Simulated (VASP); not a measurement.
Write the native input for VASP 6.6.1 that does the following.

```
Task                   : single point
Functional             : LDA
Potentials or basis    : VASP PAW LDA potentials, release 64 (Sc_sv)
Cutoff                 : 520 eV
k mesh                 : 15 × 15 × 15
Occupations            : fermi-dirac, width 0.1 eV
Spin                   : no spin polarisation
Dipole correction      : no
Further INCAR settings : ALGO = Normal; EDIFF = 1e-06; NBANDS = 12
```

The structure of Sc lies in POSCAR:

```
Sc
1.0
    0.0000000000      1.8888729972      1.8888729972
    1.8888729972      0.0000000000      1.8888729972
    1.8888729972      1.8888729972      0.0000000000
Sc
1
Direct
    0.0000000000      0.0000000000      0.0000000000
```

This cell differs from its parent crystal: volume scaled by 0.6.

These files were run (other wordings do the same):

INCAR

```
SYSTEM = Sc
ALGO = Normal
EDIFF = 1E-6
ENCUT = 520
GGA = CA
ISIF = 2
ISMEAR = -1
LASPH = .True.
LCHARG = .False.
LREAL = .False.
LWAVE = .False.
NBANDS = 12
NELM = 100
PREC = Accurate
SIGMA = 0.1
```

KPOINTS

```
k-points
0
Gamma
  15 15 15
  0 0 0
```

Potentials or basis: VASP PAW LDA potentials, release 64 (Sc_sv).

Launch:

```console
$ cat potpaw_LDA.64/Sc_sv/POTCAR > POTCAR
$ mpirun -np 1 vasp_std > vasp.out
```

It gave:

```json
{
  "Pressure": "63.7 GPa"
}
```

Wall time 6.2 s on 1 thread of Intel(R) Xeon(R) 6975P-C (Granite Rapids), with other jobs on the host, peak memory 0.13 GiB.
